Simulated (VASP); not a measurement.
# BN (P3m1) in VASP: further runs

BN is run at these levels: r2SCAN; tasks: single point.

All numbers are computed with VASP 6.6.1; they aren't measurements. Logs are shortened: lines on timing, memory, paths and dates and some standing lists are left out, and cuts for length are marked.

### 1 The cell of the first run

The structure is trigonal, space group P3m1 (No. 156). The conventional cell has a = 2.554 Å, b = 2.554 Å, c = 4.227 Å, α = 90.00°, β = 90.00°, γ = 120.00°. Within 2.1 Å of B (site symmetry 3m) lie 4 N at 1.57 to 1.78 Å. B (site symmetry 3m) has 4 N at 1.51 to 1.58 Å within 2.0 Å. Within 2.0 Å of N (site symmetry 3m) lie 4 B at 1.51 to 1.78 Å. Within 2.1 Å of N (site symmetry 3m) lie 4 B at 1.57 to 1.58 Å.

### 2 Single point, r2SCAN (atom 3 (N) moved by (+0.000, -0.200) A along [1 1 0] and z)

POSCAR reads:

```
BN
1.0
    2.5539396017      0.0000000000      0.0000000000
   -1.2769698009      2.2117765748      0.0000000000
    0.0000000000      0.0000000000      4.2268550000
B N
2 2
Direct
    0.6666666667      0.3333333333      0.9997240000
    0.3333333333      0.6666666667      0.4997240000
    0.6666666667      0.3333333333      0.5779594964
    0.3333333333      0.6666666667      0.1252760000
```

INCAR.step1 reads:

```
SYSTEM = BN
PREC = Accurate ; ENCUT = 520
ISMEAR = 0 ; SIGMA = 0.05
LREAL = .False. ; LASPH = .True.
NELM = 80 ; NBANDS = 16
GGA = PE ; ALGO = Normal
EDIFF = 1E-4 ; LWAVE = .True.
LCHARG = .False.
```

INCAR.step2 reads:

```
SYSTEM = BN
PREC = Accurate ; ENCUT = 520
EDIFF = 1E-6 ; ISMEAR = 0
SIGMA = 0.05 ; LREAL = .False.
LASPH = .True. ; NELM = 80
ALGO = Normal ; ISIF = 2
LWAVE = .False. ; LCHARG = .False.
METAGGA = R2SCAN ; LMIXTAU = .True.
NBANDS = 16 ; ISTART = 1
```

KPOINTS reads:

```
Automatic mesh
0
Gamma
  12 12 6
  0 0 0
```

Potentials or basis: VASP PAW PBE potentials, release 64 (B, N).

The run is started by

```bash
> cat potpaw_PBE.64/B/POTCAR potpaw_PBE.64/N/POTCAR > POTCAR
> cp INCAR.step1 INCAR
> mpirun -np 1 vasp_std > vasp.out
> cp INCAR.step2 INCAR
> mpirun -np 1 vasp_std > vasp.out
```

OUTCAR:

```text
SYSTEM = BN
   PREC = Accurate
   ENCUT = 520
   EDIFF = 1E-6
   ISMEAR = 0
   LREAL = .False.
   LASPH = .True.
   NELM = 80
   ISIF = 2
   METAGGA = R2SCAN
   ISTART = 1

 ion  position               nearest neighbor table
   1  0.667  0.333  1.000-   4 1.57   4 1.57   4 1.57   3 1.78
   2  0.333  0.667  0.500-   3 1.51   3 1.51   3 1.51   4 1.58
   3  0.667  0.333  0.578-   2 1.51   2 1.51   2 1.51   1 1.78
   4  0.333  0.667  0.125-   1 1.57   1 1.57   1 1.57   2 1.58

  LATTYP: Found a hexagonal cell.
 ALAT       =     2.5539396017
 C/A-ratio  =     1.6550332659

  Lattice vectors:

 A1 = (   2.5539396017,   0.0000000000,   0.0000000000)
 A2 = (  -1.2769698009,   2.2117765748,   0.0000000000)
 A3 = (   0.0000000000,   0.0000000000,   4.2268550000)

Analysis of symmetry for initial positions (statically):
=====================================================================
 Subroutine PRICEL returns:
 Original cell was already a primitive cell.

 Routine SETGRP: Setting up the symmetry group for a
 hexagonal supercell.

 Subroutine GETGRP returns: Found  6 space group operations
 (whereof  6 operations were pure point group operations)
 out of a pool of 24 trial point group operations.

The static configuration has the point symmetry C_3v.

Analysis of symmetry for dynamics (positions and initial velocities):
=====================================================================
 Subroutine PRICEL returns:
 Original cell was already a primitive cell.

 Routine SETGRP: Setting up the symmetry group for a
 hexagonal supercell.

 Subroutine GETGRP returns: Found  6 space group operations
 (whereof  6 operations were pure point group operations)
 out of a pool of 24 trial point group operations.

The dynamic configuration has the point symmetry C_3v.

 Subroutine INISYM returns: Found  6 space group operations
 (whereof  6 operations are pure point group operations),
 and found     1 'primitive' translations

----------------------------------------------------------------------------------------

                                     Primitive cell

  volume of cell :      23.8764

  direct lattice vectors                    reciprocal lattice vectors
[... 83 lines left out ...]
   ISTART =      1    job   : 0-new  1-cont  2-samecut
   ICHARG =      0    charge: 1-file 2-atom 10-const
   ISPIN  =      1    spin polarized calculation?
   LNONCOLLINEAR =      F non collinear calculations
   LSORBIT =      F    spin-orbit coupling
   LASPH  =      T    aspherical Exc in radial PAW
   ENCUT  =  520.0 eV  38.22 Ry    6.18 a.u.   4.75  4.75  7.86*2*pi/ulx,y,z
   NELM   =     80;   NELMIN=  2; NELMDL=  0     # of ELM steps
   EDIFF  = 0.1E-05   stopping-criterion for ELM
   LREAL  =      F    real-space projection
   EDIFFG = 0.1E-04   stopping-criterion for IOM
   NSW    =      0    number of steps for IOM
   IBRION =     -1    ionic relax: 0-MD 1-quasi-New 2-CG
   NFREE  =      0    steps in history (QN), initial steepest desc. (CG)
   ISIF   =      2    stress and relaxation
   ISYM   =      2    0-nonsym 1-usesym 2-fastsym
   POTIM  = 0.5000    time-step for ionic-motion
   TEBEG  =    0.0;   TEEND  =   0.0 temperature during run
   PSTRESS=    0.0 pullay stress
   NELECT =      16.0000    total number of electrons
   NUPDOWN=      -1.0000    fix difference up-down
   EMIN   =  10.00;   EMAX   =-10.00  energy-range for DOS
   EFERMI =   0.00;   METHOD = LEGACY
   ISMEAR =     0;   SIGMA  =   0.05  broadening in eV -4-tet -1-fermi 0-gaus
   EFERMI_NEDOS =   21; number of points for ismear=-14 and -15
   IALGO  =     38    algorithm
   IMIX   =      4    mixing-type and parameters
     AMIX     =   0.40;   BMIX     =  1.00
     AMIX_MAG =   1.60;   BMIX_MAG =  1.00
  volume/ion in A,a.u.               =       5.97        40.28
  Fermi-wavevector in a.u.,A,eV,Ry     =   1.432600  2.707222 27.923836  2.052344
  Thomas-Fermi vector in A             =   2.552210
   LORBIT       =      0    0 simple, 1 ext, 2 COOP (PROOUT), +10 PAW based schemes
   METAGGA = R2SCAN    functional components
   LHFCALC =     F    Hartree Fock is set to
   AEXX    =    0.0000 exact exchange contribution
   IVDW    =     0    specifies the selected vdW correction
   LEPSILON=     F    determine dielectric tensor
   LRPA    =     F    only Hartree local field effects (RPA)
 non-spin polarized calculation
 Gauss-broadening in eV      SIGMA  =   0.05
  energy-cutoff  :      520.00
  volume of cell :       23.88
 maximum number of plane-waves:       660
 NGX is ok and might be reduce to    20
   NGX =  9   NGY =  9   NGZ = 15

 number of electron      16.0000000 magnetization

 Free energy of the ion-electron system (eV)
  ---------------------------------------------------
  ext. energy  EPLUGINS =         0.00000000
  ---------------------------------------------------
  free energy    TOTEN  =       -37.61467745 eV

  energy without entropy =      -37.61467745  energy(sigma->0) =      -37.61467745

 E-fermi :   8.1817     XC(G=0): -13.5741

 val. band max:        7.9400755613   @ k =   0.0000   0.0000   0.0000
 cond. band min:      13.7314157799   @ k =   0.5000   0.0000   0.5000
 fundamental gap:      5.7913402186
 Fermi energy:         8.1817190387

 k-point     1 :       0.0000    0.0000    0.0000
  band No.  band energies     occupation
      1     -14.1722      2.00000
      2      -9.8227      2.00000
      3      -3.6917      2.00000
      4       4.7065      2.00000
      5       4.7065      2.00000
      6       6.9210      2.00000
[... 433 lines left out ...]
      3      -2.2699      2.00000
      4       2.4284      2.00000
      5       3.8406      2.00000
      6       4.6422      2.00000
[... 8 lines left out ...]
     15      21.2037      0.00000
     16      24.0167      0.00000

 [... further k-points ...]
[... 5 lines left out ...]
  --------------------------------------------------------------------------------------
  -------------------------------------------------------------------------------------
  Total        0.0568017      0.0568017      1.4593586     -0.0000000      0.0000000      0.0000000
  in kB        3.8115568      3.8115568     97.9272107     -0.0000000      0.0000000      0.0000000
  external PRESSURE =      35.1834414 kB  Pullay stress =       0.0000000 kB

 VOLUME and BASIS-vectors are now :
 -----------------------------------------------------------------------------
  energy-cutoff  :      520.00
  volume of cell :       23.88
      direct lattice vectors                 reciprocal lattice vectors
     2.553939602  0.000000000  0.000000000     0.391551938  0.226062617  0.000000000
    -1.276969801  2.211776575  0.000000000     0.000000000  0.452125233  0.000000000
     0.000000000  0.000000000  4.226855000     0.000000000  0.000000000  0.236582518

 POSITION                                       TOTAL-FORCE (eV/Angst)
 -----------------------------------------------------------------------------------
      1.27697      0.73726      4.22569        -0.000000      0.000000     -0.338949
     -0.00000      1.47452      2.11226        -0.000000      0.000000     -2.581833
      1.27697      0.73726      2.44295        -0.000000      0.000000      6.081115
     -0.00000      1.47452      0.52952         0.000000      0.000000     -3.160333
 -----------------------------------------------------------------------------------
    total drift:                               -0.000000     -0.000000     -0.000917

  FREE ENERGIE OF THE ION-ELECTRON SYSTEM (eV)
  ---------------------------------------------------
  free  energy   TOTEN  =       -37.6146774493 eV

  energy  without entropy=      -37.6146774493  energy(sigma->0) =      -37.61467745
```

OUTCAR.step1:

```text
SYSTEM = BN
   PREC = Accurate
   ENCUT = 520
   ISMEAR = 0
   LREAL = .False.
   LASPH = .True.
   NELM = 80
[... 685 lines left out ...]
     -0.00000      1.47452      2.11226        -0.000000      0.000000     -2.477357
      1.27697      0.73726      2.44295         0.000000     -0.000000      5.879624
     -0.00000      1.47452      0.52952        -0.000000      0.000000     -2.967636
 -----------------------------------------------------------------------------------
    total drift:                               -0.000000      0.000000     -0.000846

  FREE ENERGIE OF THE ION-ELECTRON SYSTEM (eV)
  ---------------------------------------------------
  free  energy   TOTEN  =       -34.2014231455 eV

  energy  without entropy=      -34.2014231455  energy(sigma->0) =      -34.20142315
```

Wall time 2.1 min (1 thread of AMD EPYC 7R43 (Zen 3), shared host); peak memory 0.12 GiB.

What came out:

```yaml
Free_energy: -37.6147 eV
Pressure: 3.5 GPa
Largest_force: 6.081 eV/Å
Band_gap_on_the_k_mesh: 5.79 eV, indirect (least direct gap 7.30 eV)
```

Forces in eV/Å, atoms in the order of the input:
```
B    0.000  0.000 -0.339
B    0.000  0.000 -2.582
N    0.000  0.000  6.081
N    0.000  0.000 -3.160
```

Levels at points of the mesh, in eV from the valence-band top:
| k point | band 4 | band 5 | band 6 | band 7 | band 8 | band 9 | band 10 | band 11 | band 12 | band 13 |
| --- | --- | --- | --- | --- | --- | --- | --- | --- | --- | --- |
| (0.00, 0.00, 0.00) | -3.23 | -3.23 | -1.02 | -1.02 | 0.00 | 7.30 | 8.53 | 8.53 | 9.44 | 10.79 |
| (0.50, 0.00, 0.00) | -9.06 | -7.35 | -6.20 | -4.35 | -3.31 | 6.46 | 7.86 | 10.46 | 11.86 | 12.52 |
| (0.00, 0.00, 0.50) | -5.57 | -2.74 | -2.74 | -1.68 | -1.68 | 8.39 | 9.55 | 9.55 | 9.90 | 10.30 |
| (0.50, 0.00, 0.50) | -10.77 | -5.52 | -4.32 | -4.20 | -3.22 | 5.79 | 6.41 | 9.03 | 9.59 | 14.21 |

Caveat: the cell differs from its parent crystal (atom 3 (N) moved by (+0.000, -0.200) A along [1 1 0] and z); the PAW data sets were made with another functional, which shifts forces and pressure a little. A k mesh can miss the band edges.

### 3 Single point, r2SCAN (atom 3 (N) moved by (+0.000, +0.200) A along [1 1 0] and z)

Edit POSCAR of step 2 so:

```diff
@@ -10,3 +10,3 @@
     0.3333333333      0.6666666667      0.4997240000
-    0.6666666667      0.3333333333      0.5779594964
+    0.6666666667      0.3333333333      0.6725925036
     0.3333333333      0.6666666667      0.1252760000
```

INCAR.step1 is that of step 2.

Edit INCAR.step2 of step 2 so:

```diff
@@ -2,3 +2,3 @@
 PREC = Accurate ; ENCUT = 520
-EDIFF = 1E-6 ; ISMEAR = 0
+EDIFF = 1E-7 ; ISMEAR = 0
 SIGMA = 0.05 ; LREAL = .False.
```

KPOINTS is that of step 2.

Potentials or basis: VASP PAW PBE potentials, release 64 (B, N).

The run is started by

```bash
> cat potpaw_PBE.64/B/POTCAR potpaw_PBE.64/N/POTCAR > POTCAR
> cp INCAR.step1 INCAR
> mpirun -np 1 vasp_std > vasp.out
> cp INCAR.step2 INCAR
> mpirun -np 1 vasp_std > vasp.out
```

Run time: 2.5 min. Hardware: 1 thread of AMD EPYC 7R43 (Zen 3), shared host; peak memory 0.12 GiB.

Results (log left out):

```yaml
Free_energy: -37.3649 eV
Pressure: 4.6 GPa
Largest_force: 9.829 eV/Å
Band_gap_on_the_k_mesh: 3.86 eV, indirect (least direct gap 7.80 eV)
```

Forces in eV/Å, atoms in the order of the input:
```
B    0.000  0.000  3.884
B    0.000  0.000  3.000
N    0.000  0.000 -9.829
N    0.000  0.000  2.945
```

Stress tensor (GPa, compression positive):
```
-0.14  0.00  0.00
 0.00 -0.14  0.00
 0.00  0.00 14.01
```

Levels at points of the mesh, in eV from the valence-band top:
| k point | band 5 | band 6 | band 7 | band 8 | band 9 | band 10 | band 11 | band 12 |
| --- | --- | --- | --- | --- | --- | --- | --- | --- |
| (0.00, 0.00, 0.00) | -2.69 | -1.99 | 0.00 | 0.00 | 8.21 | 8.21 | 8.81 | 9.73 |
| (0.50, 0.00, 0.00) | -7.92 | -5.71 | -5.59 | -1.91 | 6.65 | 7.07 | 9.13 | 11.00 |
| (0.00, 0.00, 0.50) | -2.06 | -2.06 | -0.93 | -0.93 | 9.27 | 9.63 | 9.63 | 9.89 |
| (0.50, 0.00, 0.50) | -5.29 | -4.75 | -4.22 | -3.37 | 6.13 | 6.47 | 9.90 | 10.62 |

Caveat: the cell differs from its parent crystal (atom 3 (N) moved by (+0.000, +0.200) A along [1 1 0] and z); the PAW data sets were made with another functional, which shifts forces and pressure a little. A k mesh can miss the band edges.

(Continued in part 2 of 2.)
